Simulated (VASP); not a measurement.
**Ti3Al2: single point with PBE**

The system is Ti3Al2.

```
Ti Al
1.0
     0.00000    4.23835    4.23835
     4.23835    0.00000    4.23835
     4.23835    4.23835    0.00000
Ti Al
6 4
Direct
  0.24537 0.75463 0.75463
  0.75463 0.24537 0.24537
  0.75463 0.24537 0.75463
  0.24537 0.75463 0.24537
  0.75463 0.75463 0.24537
  0.24537 0.24537 0.75463
  0.25000 0.25000 0.25000
  0.75000 0.75000 0.75000
  0.00000 0.00000 0.00000
  0.50000 0.50000 0.50000
```

The cell was built from a structure type or drawn by symmetry, and may not be a known phase.

* Program: VASP 6.6.1
* Task: single point
* Functional: PBE
* Potentials or basis: VASP PAW PBE potentials, release 64 (Ti_sv, Al)
* Cutoff: 520 eV
* k mesh: 4 × 4 × 4
* Occupations: gaussian, width 0.1 eV
* Spin: no spin polarisation

```json
{"Pressure": "40.1 GPa", "Largest force": "1.535 eV/Å", "Band gap on the k mesh": "zero (bands 42 and 43 overlap by 0.20 eV)"}
```

Forces on the atoms (eV/Å):
```
Ti  -1.535  0.000  0.000
Ti   1.535  0.000  0.000
Ti   0.000 -1.535  0.000
Ti   0.000  1.535  0.000
Ti   0.000  0.000 -1.535
Ti   0.000  0.000  1.535
Al   0.000  0.000  0.000
Al   0.000  0.000  0.000
Al   0.000  0.000  0.000
Al   0.000  0.000  0.000
```

Levels at points of the mesh, in eV from the Fermi level:
| k point | band 38 | band 39 | band 40 | band 41 | band 42 | band 43 | band 44 | band 45 | band 46 | band 47 |
| --- | --- | --- | --- | --- | --- | --- | --- | --- | --- | --- |
| (0.00, 0.00, 0.00) | -1.22 | -1.22 | 0.02 | 0.02 | 0.02 | 0.79 | 0.79 | 0.79 | 0.93 | 0.93 |
| (0.50, 0.00, 0.00) | -1.30 | -1.00 | -0.93 | -0.07 | -0.07 | 0.04 | 0.04 | 1.30 | 1.30 | 1.40 |
| (0.50, 0.50, 0.00) | -0.99 | -0.89 | -0.76 | -0.76 | -0.11 | -0.11 | -0.02 | 0.99 | 1.04 | 1.04 |

Run time: 2.5 min on 1 thread of Intel Xeon 8259CL, on a shared host, peak memory 0.33 GiB.

Caveat: the cell stands under pressure; forces of over 1 eV/Å act on the atoms, so gaps and moduli don't describe the material at rest.
